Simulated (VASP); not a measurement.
**MgS: single point with PBE**

MgS:

```
Mg S
1.0
    -0.01458    2.83087    2.83087
     2.83087   -0.01458    2.83087
     2.81630    2.81630    0.00000
Mg S
1 1
Direct
  0.00095 0.00095 0.99905
  0.74905 0.74905 0.75095
```

This cell differs from its parent crystal: shear xy strain -1.0%.

```yaml
Program: VASP 6.6.1
Task: single point
Functional: PBE
Potentials_or_basis: VASP PAW PBE potentials, release 64 (Mg, S)
Cutoff: 520 eV
k_mesh: 4 × 4 × 4
Occupations: gaussian, width 0.01 eV
Spin: no spin polarisation
Dipole_correction: no
Further_INCAR_settings: ALGO = Normal; EDIFF = 1e-06; NBANDS = 11
```

- Pressure: 1.0 GPa
- Band gap on the k mesh: 3.42 eV

Forces in eV/Å, atoms in the order of the input:
```
Mg   0.000  0.000  0.002
S    0.000  0.000 -0.002
```

Stress tensor (GPa, compression positive):
```
1.02 0.32 0.00
0.32 1.02 0.00
0.00 0.00 1.02
```

Levels at points of the mesh, in eV from the valence-band top:
```csv
k point,band 1,band 2,band 3,band 4,band 5,band 6,band 7,band 8,band 9
"(0.00, 0.00, 0.00)",-11.30,-0.06,-0.03,0.00,3.42,7.85,7.91,7.98,10.79
"(0.50, 0.00, 0.00)",-10.62,-3.17,-0.35,-0.33,5.10,7.60,7.66,8.57,12.85
"(0.50, 0.50, 0.00)",-10.39,-2.84,-1.11,-1.02,3.85,5.61,11.13,12.24,12.28
"(0.00, 0.00, 0.50)",-10.61,-3.15,-0.38,-0.36,5.06,7.55,7.60,8.58,12.85
"(0.50, 0.00, 0.50)",-10.39,-2.84,-1.06,-1.06,3.85,5.61,11.12,12.26,12.27
```

It took 9.1 s on 1 thread of Intel(R) Xeon(R) Platinum 8488C (Sapphire Rapids), with other jobs on the host, peak memory 0.16 GiB.

Caveat: the k points lie up to 0.48 Å⁻¹ apart; the cell differs from its parent crystal (shear xy strain -1.0%). A k mesh can miss the band edges.
